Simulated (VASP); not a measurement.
Runs of VASP 6.6.1 on La. The structure is that of space group P6_3/mmc (No. 194), or close to it. The cells are those of the table. 

```tsv
task	level	potentials or basis	cell	cutoff (eV)	gap on the mesh (eV)	pressure (GPa)	relaxed volume (Å³/atom)
relaxation of cell and atoms	LDA	VASP PAW LDA potentials, release 64 (La)	relaxed from a = 3.770, b = 3.770, c = 12.159 Å, angles 90.0, 90.0, 120.0°, 4 atoms	600	none	0.0	32.15
single point	RPBE	VASP PAW PBE potentials, release 64 (La)	a = 3.825, b = 3.825, c = 12.332 Å, angles 90.0, 90.0, 120.0°, 4 atoms	520	none	0.0	-
single point	r2SCAN	VASP PAW PBE potentials, release 64 (La)	a = 3.771, b = 3.771, c = 12.089 Å, angles 90.0, 90.0, 120.0°, 4 atoms	520	none	0.1	-
relaxation of cell and atoms	BLYP	VASP PAW PBE potentials, release 64 (La)	relaxed from a = 3.770, b = 3.770, c = 12.159 Å, angles 90.0, 90.0, 120.0°, 4 atoms	600	none	0.0	(a)
single point	PBEsol	VASP PAW PBE potentials, release 64 (La)	a = 3.656, b = 3.656, c = 11.744 Å, angles 90.0, 90.0, 120.0°, 4 atoms	520	none	0.1	-
```

Alike in all rows: no spin polarisation; k mesh 8 × 8 × 3; smearing fermi-dirac 0.05 eV.

Problem. Fill in the values left out.

Solution. (a) 39.86.

Caveats: spin-orbit coupling is left out, which moves the levels of the heavy elements; the PAW data sets were made with another functional, which shifts forces and pressure a little (some runs); the volume moved by -14 % from the deposited cell, more than functionals usually miss (some runs).

A k mesh can miss the band edges, and the runs leave out spin-orbit coupling on La.

A gap of «none» marks levels without a gap at the run's occupations.
